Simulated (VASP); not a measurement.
# Sc (Im-3m) in VASP: a series of runs, part 2 of 2

VASP 6.6.1.

### Step 5. Single point, PBE

This run uses another cell than the first one, of 24.39 Å³/atom.

File INCAR:

```
SYSTEM = Sc
  PREC = Accurate
  ENCUT = 520
  EDIFF = 1E-6
  ISMEAR = -1
  SIGMA = 0.06122561905347299
  LREAL = .FALSE.
  LASPH = .TRUE.
  NELM = 100
  ALGO = Normal
  ISIF = 2
  LWAVE = .FALSE.
  LCHARG = .FALSE.
  GGA = PE
  NBANDS = 12
```

File KPOINTS:

```
regular mesh
0
G
  21 21 21
  0 0 0
```

File POSCAR:

```
Sc
1.0
   -1.8268249662      1.8268249662      1.8268249662
    1.8268249662     -1.8268249662      1.8268249662
    1.8268249662      1.8268249662     -1.8268249662
Sc
1
Direct
    0.0000000000      0.0000000000      0.0000000000
```

Potentials or basis: VASP PAW PBE potentials, release 64 (Sc_sv).

On the command line:

```sh
> cat potpaw_PBE.64/Sc_sv/POTCAR > POTCAR
> mpirun -np 1 vasp_std > vasp.out
```

OUTCAR:

```text
SYSTEM = Sc
   PREC = Accurate
   ENCUT = 520
   EDIFF = 1E-6
   ISMEAR = -1
   LREAL = .FALSE.
   LASPH = .TRUE.
   NELM = 100
   ISIF = 2
   GGA = PE

 ion  position               nearest neighbor table
   1  0.000  0.000  0.000-

  LATTYP: Found a body centered cubic cell.
 ALAT       =     3.6536499324

  Lattice vectors:

 A1 = (  -1.8268249662,   1.8268249662,   1.8268249662)
 A2 = (   1.8268249662,  -1.8268249662,   1.8268249662)
 A3 = (   1.8268249662,   1.8268249662,  -1.8268249662)

Analysis of symmetry for initial positions (statically):
=====================================================================
 Subroutine PRICEL returns:
 Original cell was already a primitive cell.

 Routine SETGRP: Setting up the symmetry group for a
 body centered cubic supercell.

 Subroutine GETGRP returns: Found 48 space group operations
 (whereof 48 operations were pure point group operations)
 out of a pool of 48 trial point group operations.

The static configuration has the point symmetry O_h .

Analysis of symmetry for dynamics (positions and initial velocities):
=====================================================================
 Subroutine PRICEL returns:
 Original cell was already a primitive cell.

 Routine SETGRP: Setting up the symmetry group for a
 body centered cubic supercell.

 Subroutine GETGRP returns: Found 48 space group operations
 (whereof 48 operations were pure point group operations)
 out of a pool of 48 trial point group operations.

The dynamic configuration has the point symmetry O_h .

 Subroutine INISYM returns: Found 48 space group operations
 (whereof 48 operations are pure point group operations),
 and found     1 'primitive' translations

----------------------------------------------------------------------------------------

                                     Primitive cell

  volume of cell :      24.3866

  direct lattice vectors                    reciprocal lattice vectors
    -1.826824966  1.826824966  1.826824966     0.000000000  0.273698909  0.273698909
     1.826824966 -1.826824966  1.826824966     0.273698909  0.000000000  0.273698909
     1.826824966  1.826824966 -1.826824966     0.273698909  0.273698909  0.000000000

  length of vectors
     3.164153658  3.164153658  3.164153658     0.387068709  0.387068709  0.387068709

  position of ions in fractional coordinates (direct lattice)
     0.000000000  0.000000000  0.000000000

  ion indices of the primitive-cell ions
   primitive index   ion index
                 1           1

----------------------------------------------------------------------------------------

 KPOINTS: regular mesh

Automatic generation of k-mesh.
 Grid dimensions read from file:
 generate k-points for:   21   21   21

 Generating k-lattice:

  Cartesian coordinates                     Fractional coordinates (reciprocal lattice)
     0.000000000  0.013033281  0.013033281     0.047619048  0.000000000  0.000000000
     0.013033281  0.000000000  0.013033281     0.000000000  0.047619048  0.000000000
     0.013033281  0.013033281  0.000000000     0.000000000  0.000000000  0.047619048

  Length of vectors
     0.018431843  0.018431843  0.018431843

  Shift w.r.t. Gamma in fractional coordinates (k-lattice)
     0.000000000  0.000000000  0.000000000

 Subroutine IBZKPT returns following result:
 ===========================================

 Found    286 irreducible k-points:

 Following reciprocal coordinates:
            Coordinates               Weight
  0.000000  0.000000  0.000000      1.000000
  0.047619  0.000000  0.000000     12.000000
  0.095238  0.000000  0.000000     12.000000
  0.142857  0.000000  0.000000     12.000000
  0.190476  0.000000  0.000000     12.000000
  0.238095  0.000000  0.000000     12.000000
[... 16 lines left out ...]
  0.142857  0.095238  0.000000     48.000000
  0.190476  0.095238 -0.000000     48.000000
 [... further k-points ...]
   k-points           NKPTS =    286   k-points in BZ     NKDIM =    286   number of bands    NBANDS=     12
   number of dos      NEDOS =    301   number of ions     NIONS =      1
   total plane-waves  NPLWV =  13824
   dimension x,y,z NGX =    24 NGY =   24 NGZ =   24
   dimension x,y,z NGXF=    48 NGYF=   48 NGZF=   48
   ions per type =               1
   NGX,Y,Z   is equivalent  to a cutoff of  12.61, 12.61, 12.61 a.u.
   NGXF,Y,Z  is equivalent  to a cutoff of  25.22, 25.22, 25.22 a.u.
 SYSTEM =  Sc
   PREC   = accura    normal or accurate (medium, high low for compatibility)
   ISTART =      0    job   : 0-new  1-cont  2-samecut
   ICHARG =      2    charge: 1-file 2-atom 10-const
   ISPIN  =      1    spin polarized calculation?
   LNONCOLLINEAR =      F non collinear calculations
   LSORBIT =      F    spin-orbit coupling
   LASPH  =      T    aspherical Exc in radial PAW
   ENCUT  =  520.0 eV  38.22 Ry    6.18 a.u.   5.88  5.88  5.88*2*pi/ulx,y,z
   NELM   =    100;   NELMIN=  2; NELMDL= -5     # of ELM steps
   EDIFF  = 0.1E-05   stopping-criterion for ELM
   LREAL  =      F    real-space projection
   EDIFFG = 0.1E-04   stopping-criterion for IOM
   NSW    =      0    number of steps for IOM
   IBRION =     -1    ionic relax: 0-MD 1-quasi-New 2-CG
   NFREE  =      0    steps in history (QN), initial steepest desc. (CG)
   ISIF   =      2    stress and relaxation
   ISYM   =      2    0-nonsym 1-usesym 2-fastsym
   POTIM  = 0.5000    time-step for ionic-motion
   TEBEG  =    0.0;   TEEND  =   0.0 temperature during run
   PSTRESS=    0.0 pullay stress
   NELECT =      11.0000    total number of electrons
   NUPDOWN=      -1.0000    fix difference up-down
   EMIN   =  10.00;   EMAX   =-10.00  energy-range for DOS
   EFERMI =   0.00;   METHOD = LEGACY
   ISMEAR =    -1;   SIGMA  =   0.06  broadening in eV -4-tet -1-fermi 0-gaus
   EFERMI_NEDOS =   21; number of points for ismear=-14 and -15
   IALGO  =     38    algorithm
   IMIX   =      4    mixing-type and parameters
     AMIX     =   0.40;   BMIX     =  1.00
     AMIX_MAG =   1.60;   BMIX_MAG =  1.00
  volume/ion in A,a.u.               =      24.39       164.57
  Fermi-wavevector in a.u.,A,eV,Ry     =   1.255516  2.372581 21.447129  1.576319
  Thomas-Fermi vector in A             =   2.389268
   LORBIT       =      0    0 simple, 1 ext, 2 COOP (PROOUT), +10 PAW based schemes
   GGA     = PE    functional components
   LHFCALC =     F    Hartree Fock is set to
   AEXX    =    0.0000 exact exchange contribution
   IVDW    =     0    specifies the selected vdW correction
   LEPSILON=     F    determine dielectric tensor
   LRPA    =     F    only Hartree local field effects (RPA)
 non-spin polarized calculation
  energy-cutoff  :      520.00
  volume of cell :       24.39
 maximum number of plane-waves:       682
   NGX = 11   NGY = 11   NGZ = 11

 number of electron      11.0000004 magnetization

 Free energy of the ion-electron system (eV)
  ---------------------------------------------------
  ext. energy  EPLUGINS =         0.00000000
  ---------------------------------------------------
  free energy    TOTEN  =        -6.15865488 eV

  energy without entropy =       -6.12723930  energy(sigma->0) =       -6.14294709

 E-fermi :   3.8582     XC(G=0):  -9.9249

 val. band max:        3.8579529406   @ k =  -0.3333   0.3810   0.1905
 cond. band min:       3.8642060125   @ k =  -0.4286   0.4286   0.1429
 fundamental gap:      0.0062530720
 Fermi energy:         3.8581513689

 k-point     1 :       0.0000    0.0000    0.0000
  band No.  band energies     occupation
      1     -45.7059      2.00000
      2     -24.1079      2.00000
      3     -24.1079      2.00000
      4     -24.1079      2.00000
      5      -1.4018      2.00000
      6       5.3231      0.00000
      7       5.3231      0.00000
      8       5.3231      0.00000
      9       6.7466      0.00000
     10       6.7466      0.00000
     11      18.0310      0.00000
     12      18.0310      0.00000

 k-point     2 :       0.0476    0.0000    0.0000
  band No.  band energies     occupation
      1     -45.7045      2.00000
      2     -24.1172      2.00000
      3     -24.1107      2.00000
      4     -24.1078      2.00000
      5      -1.3403      2.00000
      6       5.2920      0.00000
      7       5.3124      0.00000
      8       5.3686      0.00000
      9       6.7088      0.00000
     10       6.7483      0.00000
     11      17.9345      0.00000
     12      18.0262      0.00000
[... 316 lines left out ...]
 k-point    24 :       0.1905    0.0952   -0.0000
  band No.  band energies     occupation
      1     -45.6724      2.00000
      2     -24.3126      2.00000
      3     -24.1688      2.00000
      4     -24.1207      2.00000
      5       0.1698      2.00000
      6       4.6552      0.00000
      7       4.7084      0.00000
      8       6.3893      0.00000
      9       6.5317      0.00000
     10       6.9131      0.00000
     11      15.2075      0.00000
     12      16.2118      0.00000

 [... further k-points ...]
[... 5 lines left out ...]
  --------------------------------------------------------------------------------------
  -------------------------------------------------------------------------------------
  Total        0.1738339      0.1738339      0.1738339      0.0000000      0.0000000     -0.0000000
  in kB       11.4207389     11.4207389     11.4207389      0.0000000      0.0000000     -0.0000000
  external PRESSURE =      11.4207389 kB  Pullay stress =       0.0000000 kB

 VOLUME and BASIS-vectors are now :
 -----------------------------------------------------------------------------
  energy-cutoff  :      520.00
  volume of cell :       24.39
      direct lattice vectors                 reciprocal lattice vectors
    -1.826824966  1.826824966  1.826824966     0.000000000  0.273698909  0.273698909
     1.826824966 -1.826824966  1.826824966     0.273698909  0.000000000  0.273698909
     1.826824966  1.826824966 -1.826824966     0.273698909  0.273698909  0.000000000

 POSITION                                       TOTAL-FORCE (eV/Angst)
 -----------------------------------------------------------------------------------
      0.00000      0.00000      0.00000         0.000000      0.000000     -0.000000
 -----------------------------------------------------------------------------------
    total drift:                               -0.000000      0.000000      0.000000

  FREE ENERGIE OF THE ION-ELECTRON SYSTEM (eV)
  ---------------------------------------------------
  free  energy   TOTEN  =        -6.1586548810 eV

  energy  without entropy=       -6.1272393026  energy(sigma->0) =       -6.14294709
```

It took 79 s on 1 thread of Oxide Virtual Turin-like, shared host; peak memory 0.17 GiB.

What came out:

```yaml
Free_energy: -6.1587 eV
Pressure: 1.1 GPa
Band_gap_on_the_k_mesh: zero (an odd number of electrons rules out a gap without spin polarisation)
```

Levels at points of the mesh, in eV from the Fermi level:
```tsv
k point	band 3	band 4	band 5	band 6	band 7	band 8
(0.00, 0.00, 0.00)	-27.97	-27.97	-5.26	1.46	1.46	1.46
```

### Step 6. Overview

| cell | gap on the mesh (eV) | pressure (GPa) |
| --- | --- | --- |
| a = 3.121 Å, angles 109.5°, 1 atom | none | 3.7 |
| a = 3.142 Å, angles 109.5°, 1 atom | none | 2.4 |
| a = 3.164 Å, angles 109.5°, 1 atom | none | 1.1 |

Alike in all rows: task single point; level PBE; potentials or basis VASP PAW PBE potentials, release 64 (Sc_sv); no spin polarisation; k mesh 21 × 21 × 21; cutoff (eV) 520; smearing fermi-dirac 0.0612256 eV.

Caveats: the cell stands under pressure (at least some runs).

Absolute energies hang on the potentials; compare differences alone.
